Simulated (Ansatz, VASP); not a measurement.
# Two plane-wave programs on Ta

INCAR

```
ALGO = Fast
EDIFF = 1E-6
ENCUT = 520
GGA = PE
ISIF = 2
ISMEAR = 0
LASPH = True
LCHARG = False
LREAL = False
LWAVE = False
NBANDS = 12
NELM = 100
PREC = Accurate
SIGMA = 0.15
```

KPOINTS

```
k-points
0
Gamma
  20 20 20
```

POSCAR

```
Ta
1.0
   -1.6255974135      1.6255974135      1.6255974135
    1.6255974135     -1.6255974135      1.6255974135
    1.6255974135      1.6255974135     -1.6255974135
Ta
1
Direct
    0.0000000000      0.0000000000      0.0000000000
```

Input for Ansatz:

```yaml
crystal:
  lattice:
    - [-1.6255974135, 1.6255974135, 1.6255974135]
    - [1.6255974135, -1.6255974135, 1.6255974135]
    - [1.6255974135, 1.6255974135, -1.6255974135]
  atoms:
    - { symbol: Ta, position: [0.0, 0.0, 0.0] }
basis:
  ecutwfc: 420
kpoints:
  mp_grid: { grid: [20, 20, 20] }
hamiltonian:
  xc: pbe
  pseudopotentials: { kind: paw, azcp: { folder: soft_1 } }
scf:
  occupations: { method: gaussian, width: 0.15 }
output:
  forces: true
  stress: true
  eigenvalues: true
```

Alike in both runs: task single point; functional PBE; k mesh 20 × 20 × 20; occupations gaussian, width 0.15 eV; no spin polarisation.

```csv
,VASP,Ansatz
version,VASP 6.6.1,Ansatz 0.2.0
potentials or method,"VASP PAW PBE potentials, release 64 (Ta_pv), cutoff 520 eV","scalar-relativistic, plane waves, PAW"
valence electrons in the cell,11,13
```

```tsv
	VASP	Ansatz	Ansatz less VASP
gap on the k mesh at the Fermi level (eV)	none	none	-
pressure (GPa)	14.0	13.8	-0.21
```

A gap of «none» marks a metal or a gap that the smearing closes. VASP's potentials hold 11 valence electrons a cell and Ansatz's 13, so a difference there can come from the potentials and not from the codes.

Spin-orbit coupling is off throughout.
